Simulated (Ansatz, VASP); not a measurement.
Two plane-wave programs on Al

```xyz
1
Lattice="0.0000 1.9916 1.9916 1.9916 0.0000 1.9916 1.9916 1.9916 0.0000" Properties=species:S:1:pos:R:3 pbc="T T T"
Al    0.0000    0.0000    0.0000
```

Alike in both runs: task single point; functional LDA; k mesh 14 × 14 × 14; occupations methfessel-paxton of order 1, width 0.1 eV; no spin polarisation.

|  | VASP | Ansatz |
| --- | --- | --- |
| version | VASP 6.6.1 | Ansatz 0.2.0 |
| potentials or method | VASP PAW LDA potentials, release 64 (Al), cutoff 520 eV | plane waves (420 eV) with PAW, scalar-relativistic |
| valence electrons in the cell | 3 | 3 |

|  | VASP | Ansatz | Ansatz less VASP |
| --- | --- | --- | --- |
| pressure (GPa) | -0.2 | -0.2 | -0.07 |

Ansatz warns that its potentials were made for another functional, while VASP's fit it. LDA's correlation is that of Perdew and Zunger in VASP and of Perdew and Wang (1992) in Ansatz.
